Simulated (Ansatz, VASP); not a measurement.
One calculation of CuMoH6, two programs

```
Cu H Mo
1.0
     4.07564    0.00000    0.00000
     0.00000    4.07564    0.00000
     0.00000    0.00000    4.07564
Cu H Mo
1 6 1
Direct
  0.50000 0.50000 0.50000
  0.89119 0.50000 0.50000
  0.10881 0.50000 0.50000
  0.50000 0.89119 0.50000
  0.50000 0.10881 0.50000
  0.50000 0.50000 0.89119
  0.50000 0.50000 0.10881
  0.00000 0.00000 0.00000
```

Alike in both runs: task single point; functional PBE; k mesh 4 × 4 × 4; occupations gaussian, width 0.1 eV; collinear spin.

```csv
,VASP,Ansatz
version,VASP 6.6.1,Ansatz 0.2.0
potentials or method,"VASP PAW PBE potentials, release 64 (Cu, H, Mo_sv), cutoff 520 eV","scalar-relativistic, plane waves, PAW"
valence electrons in the cell,31,39
```

|  | VASP | Ansatz | Ansatz less VASP |
| --- | --- | --- | --- |
| gap on the k mesh at the Fermi level (eV) | none | none | - |
| pressure (GPa) | 8.0 | 8.0 | 0.00 |
| rms of the force components (eV/Å) | 0.136 | 0.170 | +0.0347 |
| net moment per atom (μB) | 0.55 | 0.55 | -0.002 |
| size of the moment on the site where the two differ most (μB) | 3.71 | 3.52 | -0.193 |

Site moments also hang on the region over which each program counts them. Atom by atom the forces differ by 0.035 eV/Å (rms over components). A gap of «none» marks a metal or a gap that the smearing closes. VASP's potentials hold 31 valence electrons a cell and Ansatz's 39, so a difference there can come from the potentials and not from the codes.

The k mesh is coarse, so the values compare programs but aren't converged.
